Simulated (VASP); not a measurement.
Ti:

```xyz
2
Lattice="2.9500 0.0000 0.0000 -1.4750 2.5548 0.0000 0.0000 0.0000 4.6800" Properties=species:S:1:pos:R:3 pbc="T T T"
Ti    0.0000    1.7032    1.1700
Ti    1.4750    0.8516    3.5100
```

```yaml
Program: VASP 6.6.1
Task: relaxation of cell and atoms
Functional: PBEsol
Potentials_or_basis: VASP PAW PBE potentials, release 64 (Ti_sv)
Cutoff: 600 eV
k_mesh: 10 × 10 × 6
Occupations: fermi-dirac, width 0.1 eV
Spin: no spin polarisation
```

At the start: pressure -5.8 GPa; volume 17.64 Å³/atom.

Question: Where does the relaxation end?

Answer: Over 3 steps the energy falls by 17.6 meV/atom and the volume is 16.70 Å³/atom (-5.3 %); space group P6_3/mmc (No. 194, to 0.1 Å) before and after.

The path:
| step | energy change (eV) | largest force (eV/Å) | pressure (GPa) | volume (Å³) |
| --- | --- | --- | --- | --- |
| 1 | 0.0000 | 0.0000 | -5.80 | 35.27 |
| 2 | -0.0160 | 0.0000 | 4.93 | 32.11 |
| 3 | -0.0353 | 0.0000 | -0.02 | 33.41 |

Final structure:
```cif
data_structure
_symmetry_space_group_name_H-M 'P 1'
_symmetry_Int_Tables_number 1
_cell_length_a 2.8984
_cell_length_b 2.8984
_cell_length_c 4.5920
_cell_angle_alpha 90.000
_cell_angle_beta 90.000
_cell_angle_gamma 120.000
_cell_volume 33.41
loop_
_atom_site_label
_atom_site_type_symbol
_atom_site_fract_x
_atom_site_fract_y
_atom_site_fract_z
_atom_site_occupancy
Ti1 Ti 0.33333 0.66667 0.25000 1
Ti2 Ti 0.66667 0.33333 0.75000 1
```

Caveat: the PAW data sets were made with another functional, which shifts forces and pressure a little.
